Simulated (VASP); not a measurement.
Wanted: the native input for a VASP 6.6.1 run.

```
Task                   : single point
Functional             : PBE
Potentials or basis    : VASP PAW PBE potentials, release 64 (Li_sv, Cl)
Cutoff                 : 520 eV
k mesh                 : 8 × 8 × 8
Occupations            : gaussian, width 0.05 eV
Spin                   : no spin polarisation
Dipole correction      : no
Further INCAR settings : ALGO = Normal; EDIFF = 1e-07; NBANDS = 12
```

The structure of LiCl lies in POSCAR:

```
LiCl
1.0
    0.0000000000      2.5006410000      2.4365220000
    2.5006410000      0.0000000000      2.4365220000
    2.5006410000      2.5006410000      0.0000000000
Li Cl
1 1
Direct
    0.0000000000      0.0000000000      0.0000000000
    0.5000000000      0.5000000000      0.5000000000
```

This cell differs from its parent crystal: strain -0.025 along x and y, -0.050 along z.

These files were run (other wordings do the same):

INCAR

```
  PREC = Accurate
  ENCUT = 520
  EDIFF = 1E-7
  ISMEAR = 0
  SIGMA = 0.05
  LREAL = F
  LASPH = T
  NELM = 60
  ALGO = Normal
  ISIF = 2
  LWAVE = F
  LCHARG = F
  GGA = PE
  NBANDS = 12
```

KPOINTS

```
regular mesh
0
Gamma
  8 8 8
```

Potentials or basis: VASP PAW PBE potentials, release 64 (Li_sv, Cl).

Launch:

```sh
$ cat potpaw_PBE.64/Li_sv/POTCAR potpaw_PBE.64/Cl/POTCAR > POTCAR
$ mpirun -np 1 vasp_std > vasp.out
```

It gave:

```yaml
Band_gap_on_the_k_mesh: 6.83 eV (least direct gap 6.95 eV)
```

Caveat: the cell differs from its parent crystal (strain -0.025 along x and y, -0.050 along z).

It took 31 s on 1 thread of Intel(R) Xeon(R) Platinum 8259CL CPU @ 2.50GHz (Skylake/Cascade Lake), on a shared host, peak memory 0.16 GiB.
